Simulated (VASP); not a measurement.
Wanted: the native input for a VASP 6.6.1 run.

```yaml
Task: single point
Functional: PBE
Potentials_or_basis: VASP PAW PBE potentials, release 64 (Na_pv, Pr, F)
Cutoff: 600 eV
k_mesh: 8 × 8 × 4
Occupations: gaussian, width 0.1 eV
Spin: no spin polarisation
Dipole_correction: no
Further_INCAR_settings: ALGO = Normal; EDIFF = 1e-06; NBANDS = 33
```

The structure of Na4PrF lies in POSCAR:

```
Na4PrF
1.0
    4.5971924285      0.0000000000      0.0000000000
    0.0000000000      4.5971924285      0.0000000000
    0.0000000000      0.0000000000      8.3970136119
Na Pr F
4 1 1
Direct
    0.0000000000      0.0000000000      0.7143088435
    0.0000000000      0.0000000000      0.2856911565
    0.5000000000      0.0000000000      0.0000000000
    0.0000000000      0.5000000000      0.0000000000
    0.5000000000      0.5000000000      0.5000000000
    0.0000000000      0.0000000000      0.0000000000
```

The cell was generated, and may not be a known phase.

The input as run:

INCAR

```
PREC = Accurate
ENCUT = 600
EDIFF = 1E-6
ISMEAR = 0
SIGMA = 0.1
LREAL = False
LASPH = True
NELM = 200
ALGO = Normal
ISIF = 2
LWAVE = False
LCHARG = True
GGA = PE
LELF = True
LVHAR = True
NBANDS = 33
GGA_COMPAT = False
LMAXMIX = 6
```

KPOINTS

```
regular mesh
0
Gamma
  8 8 4
```

Potentials or basis: VASP PAW PBE potentials, release 64 (Na_pv, Pr, F).

Run with:

```console
$ cat potpaw_PBE.64/Na_pv/POTCAR potpaw_PBE.64/Pr/POTCAR potpaw_PBE.64/F/POTCAR > POTCAR
$ mpirun -np 1 vasp_std > vasp.out
```

Results of the run:

```json
{
 "Pressure": "0.5 GPa",
 "Largest force": "0.055 eV/Å",
 "Band gap on the k mesh": "zero (bands 24 and 25 overlap by 0.03 eV)"
}
```

Caveat: spin-orbit coupling is left out, which moves the levels of the heavy elements; the run has no spin polarisation, though such a crystal can be magnetic; semilocal functionals describe open f shells poorly, which spoils levels, moments and volumes.

Wall time 18 min on 1 thread of AMD EPYC 7R13, on a shared host, peak memory 0.54 GiB.
